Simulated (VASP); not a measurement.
Write the native input for VASP 6.6.1 that does the following.

```
Task                   : single point
Functional             : PBE
Potentials or basis    : VASP PAW PBE potentials, release 64 (Pt)
Cutoff                 : 520 eV
k mesh                 : 14 × 14 × 8
Occupations            : gaussian, width 0.15 eV
Spin                   : no spin polarisation
Dipole correction      : no
Further INCAR settings : ALGO = Fast; EDIFF = 1e-06; NBANDS = 17
```

The structure of Pt lies in POSCAR:

```
Pt
1.0
   -1.7011589801      1.7012983738      1.3685879245
    1.7011597920     -1.7012975398      1.3685879024
    3.3964048271      3.3966819686      0.0000016460
Pt
2
Direct
    0.0000046415     -0.0000045874      0.0000000469
    0.4999953585      0.5000045874      0.4999999531
```

This cell differs from its parent crystal: atom 2 moved 0.15 Å, then relaxed in part.

These files were run (other wordings do the same):

INCAR

```
ALGO     = Fast           # electronic algorithm
EDIFF    = 1E-6           # SCF threshold, eV
ENCUT    = 520            # plane-wave cutoff, eV
GGA      = PE             # functional
ISIF     = 2              # what is computed and relaxed
ISMEAR   = 0              # smearing method
LASPH    = True           # aspherical terms in the spheres
LCHARG   = True           # write CHGCAR
LELF     = True           # ELF
LREAL    = False          # projectors in reciprocal space
LVHAR    = True         
LWAVE    = False          # write WAVECAR
NBANDS   = 17             # bands
NELM     = 100            # most SCF steps
PREC     = Accurate       # precision mode
SIGMA    = 0.15           # smearing width, eV
```

KPOINTS

```
k-points
0
Gamma
  14 14 8
```

Potentials or basis: VASP PAW PBE potentials, release 64 (Pt).

Run with:

```console
$ cat potpaw_PBE.64/Pt/POTCAR > POTCAR
$ mpirun -np 1 vasp_std > vasp.out
```

It gave:

The pressure is -0.5 GPa. The band gap on the k mesh is zero (band 10 reaches 10.94 eV, above the bottom of band 11 at 9.16 eV).

Caveat: the cell differs from its parent crystal (atom 2 moved 0.15 Å, then relaxed in part); spin-orbit coupling is left out, which moves the levels of the heavy elements.

Run time: 70 s on 1 thread of Intel(R) Xeon(R) 6975P-C (Granite Rapids), with other jobs on the host, peak memory 0.3 GiB.
